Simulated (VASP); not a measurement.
# MgO: single point with PBE

MgO:

```xyz
12
Lattice="2.1351 -2.1351 0.0000 2.1351 0.0000 -2.1351 10.2727 10.2727 10.2727" Properties=species:S:1:pos:R:3 pbc="T T T"
Mg    3.2027   -1.0676   -1.0676
Mg    7.4730    7.4730    7.4730
Mg    3.2027    1.0676    1.0676
Mg    7.4730    3.2027    3.2027
Mg    3.2027    3.2027    3.2027
Mg    7.4730    5.3379    5.3379
O     5.3379    1.0676    1.0676
O     1.0676    1.0676    1.0676
O     5.3379    3.2027    3.2027
O     9.6082    5.3379    5.3379
O     9.6082    3.2027    3.2027
O     9.6082    7.4730    7.4730
```

```json
{"Program": "VASP 6.6.1", "Task": "single point", "Functional": "PBE", "Potentials or basis": "VASP PAW PBE potentials, release 64 (Mg, O)", "Cutoff": "520 eV", "k mesh": "9 × 9 × 2", "Occupations": "gaussian, width 0.05 eV", "Spin": "no spin polarisation"}
```

- Pressure: -2.0 GPa
- Largest force: 1.202 eV/Å
- Band gap on the k mesh: zero (band 24 reaches 3.40 eV, above the bottom of band 25 at 2.97 eV)

Forces on the atoms (eV/Å):
```
Mg  -0.169 -0.169 -0.169
Mg   0.694  0.694  0.694
Mg   0.390  0.390  0.390
Mg   0.345  0.345  0.345
Mg   0.346  0.346  0.346
Mg   0.348  0.348  0.348
O   -0.342 -0.342 -0.342
O   -0.117 -0.117 -0.117
O   -0.343 -0.343 -0.343
O   -0.401 -0.401 -0.401
O   -0.347 -0.347 -0.347
O   -0.403 -0.403 -0.403
```

Stress tensor (GPa, compression positive):
```
-1.98 -0.59 -0.59
-0.59 -1.98 -0.59
-0.59 -0.59 -1.98
```

Levels at points of the mesh, in eV from the Fermi level:
| k point | band 22 | band 23 | band 24 | band 25 | band 26 | band 27 |
| --- | --- | --- | --- | --- | --- | --- |
| (0.00, 0.00, 0.00) | -0.86 | -0.52 | 0.40 | 0.40 | 2.32 | 3.37 |
| (0.00, 0.00, 0.50) | -0.86 | -0.48 | 0.40 | 0.40 | 2.27 | 3.48 |

Run time: 2.9 min on 1 thread of Intel(R) Xeon(R) Platinum 8488C (Sapphire Rapids) (shared host), peak memory 0.31 GiB.

Caveat: forces of over 1 eV/Å act on the atoms, so gaps and moduli don't describe the material at rest.
